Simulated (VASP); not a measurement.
A run of VASP 6.6.1 is set up as follows.

The input INCAR:

```
SYSTEM = NbAs
  PREC = Accurate
  ENCUT = 520
  EDIFF = 1E-6
  ISMEAR = 0
  SIGMA = 0.1
  LREAL = .False.
  LASPH = .True.
  NELM = 100
  ALGO = Normal
  ISIF = 2
  LWAVE = .False.
  LCHARG = .False.
  GGA = PS
  NBANDS = 26
```

KPOINTS

```
regular mesh
0
Gamma
  18 18 18
  0 0 0
```

File POSCAR:

```
NbAs
1.0
   -1.6781093017      1.6781093017      5.5441142325
    1.6781093017     -1.6781093017      5.5441142325
    1.6781093017      1.6781093017     -5.5441142325
Nb As
2 2
Direct
    0.7478614116      0.7478614116      0.0000000000
    0.4978614116     -0.0021385884      0.5000000000
    0.1681385884      0.1681385884      0.0000000000
    0.9181385884      0.4181385884      0.5000000000
```

Potentials or basis: VASP PAW PBE potentials, release 64 (Nb_sv, As).

The run is started by

```console
$ cat potpaw_PBE.64/Nb_sv/POTCAR potpaw_PBE.64/As/POTCAR > POTCAR
$ mpirun -np 1 vasp_std > vasp.out
```

**Question.** Predict the largest force.

**Answer.** 0.007 eV/Å.

**Question.** What does it give for the pressure?

**Answer.** 20.3 GPa.

**Question.** Predict the band gap on the k mesh.

**Answer.** Zero (band 18 reaches 10.96 eV, above the bottom of band 19 at 10.93 eV).

Stress tensor (GPa, compression positive):
```
20.33  0.00  0.00
 0.00 20.33  0.00
 0.00  0.00 20.18
```

Caveat: the PAW data sets were made with another functional, which shifts forces and pressure a little.
